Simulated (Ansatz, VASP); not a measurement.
# One calculation of Nb, two programs

File INCAR:

```
SYSTEM = Nb
ALGO = Normal
EDIFF = 1E-8
ENCUT = 520
GGA = PE
ISIF = 2
ISMEAR = -1
LASPH = .TRUE.
LCHARG = .FALSE.
LEFG = .TRUE.
LREAL = .FALSE.
LWAVE = .FALSE.
NBANDS = 12
NELM = 80
PREC = Accurate
SIGMA = 0.08
```

File KPOINTS:

```
k-points
0
G
  16 16 16
  0 0 0
```

File POSCAR:

```
Nb
1.0
   -1.6766897759      1.6766897759      1.6766897759
    1.6766897759     -1.6766897759      1.6766897759
    1.6766897759      1.6766897759     -1.6766897759
Nb
1
Direct
    0.0000000000      0.0000000000      0.0000000000
```

Input for Ansatz:

```yaml
crystal:
  lattice:
    - [-1.6766897759, 1.6766897759, 1.6766897759]
    - [1.6766897759, -1.6766897759, 1.6766897759]
    - [1.6766897759, 1.6766897759, -1.6766897759]
  atoms:
    - { symbol: Nb, position: [0.0, 0.0, 0.0] }
kpoints:
  mp_grid: { grid: [16, 16, 16] }
scf:
  occupations: { method: fermi_dirac, width: 0.08 }
hamiltonian:
  xc: pbe
  pseudopotentials: { kind: all_electron, datasets: crystal }
output:
  forces: true
  stress: true
  eigenvalues: true
  efg: { contact_densities: true }
```

Change from the starting cell: volume scaled by 1.04, crystal datasets.

Alike in both runs: task electric field gradients; functional PBE; k mesh 16 × 16 × 16; occupations fermi-dirac, width 0.08 eV; no spin polarisation.

|  | VASP | Ansatz |
| --- | --- | --- |
| version | VASP 6.6.1 | Ansatz 0.2.0 |
| potentials or method | VASP PAW PBE potentials, release 64 (Nb_sv), cutoff 520 eV | all-electron PAW with datasets made for the crystal, scalar-relativistic |

```tsv
	VASP	Ansatz	Ansatz less VASP
pressure (GPa)	-6.5	-6.2	+0.29
```

Ansatz ran all-electron here, and VASP with PAW potentials.
